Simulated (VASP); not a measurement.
Set up this calculation in VASP 6.6.1, as the native input.

| Quantity | Value |
| --- | --- |
| Task | single point |
| Functional | PBE |
| Potentials or basis | VASP PAW PBE potentials, release 64 (Ca_sv, Si, Se) |
| Cutoff | 520 eV |
| k mesh | 4 × 4 × 4 |
| Occupations | gaussian, width 0.1 eV |
| Spin | no spin polarisation |
| Dipole correction | no |
| Further INCAR settings | ALGO = Normal; EDIFF = 1e-06; NBANDS = 40 |

The structure of Ca2SiSe6 lies in POSCAR:

```
Ca2SiSe6
1.0
   -3.2362509200      3.2426575400      4.2006919800
    3.2362509200     -3.2426575400      4.2006919800
    3.2362509200      3.2426575400     -4.2006919800
Ca Si Se
2 1 6
Direct
    0.8835620700      0.0000000000      0.8835620700
    0.1164379300      0.0000000000      0.1164379300
    0.0000000000      0.5000000000      0.5000000000
    0.0000000000      0.5000000000      0.0000000000
    0.5000000000      0.5000000000      0.5000000000
    0.5000000000      0.0000000000      0.0000000000
    0.0000000000      0.0000000000      0.5000000000
    0.2942612700      0.0000000000      0.2942612700
    0.7057387300      0.0000000000      0.7057387300
```

One way to write it, as run:

INCAR

```
SYSTEM = Ca2SiSe6
ALGO = Normal
EDIFF = 1E-6
ENCUT = 520
GGA = PE
ISIF = 2
ISMEAR = 0
LASPH = .True.
LCHARG = .True.
LELF = .True.
LREAL = .False.
LVHAR = .True.
LWAVE = .False.
NBANDS = 40
NELM = 80
PREC = Accurate
SIGMA = 0.1
```

KPOINTS

```
k-points
0
Gamma
  4 4 4
  0 0 0
```

Potentials or basis: VASP PAW PBE potentials, release 64 (Ca_sv, Si, Se).

Launch:

```sh
$ cat potpaw_PBE.64/Ca_sv/POTCAR potpaw_PBE.64/Si/POTCAR potpaw_PBE.64/Se/POTCAR > POTCAR
$ mpirun -np 1 vasp_std > vasp.out
```

Results of the run:

- Pressure: 142.3 GPa
- Largest force: 157.863 eV/Å
- Band gap on the k mesh: zero (band 30 reaches 5.80 eV, above the bottom of band 31 at 4.82 eV)

Caveat: forces of over 1 eV/Å act on the atoms, so gaps and moduli don't describe the material at rest.

It took 3.3 min on 1 thread of Intel(R) Xeon(R) Platinum 8375C CPU @ 2.90GHz (Ice Lake) (shared host), peak memory 0.38 GiB.
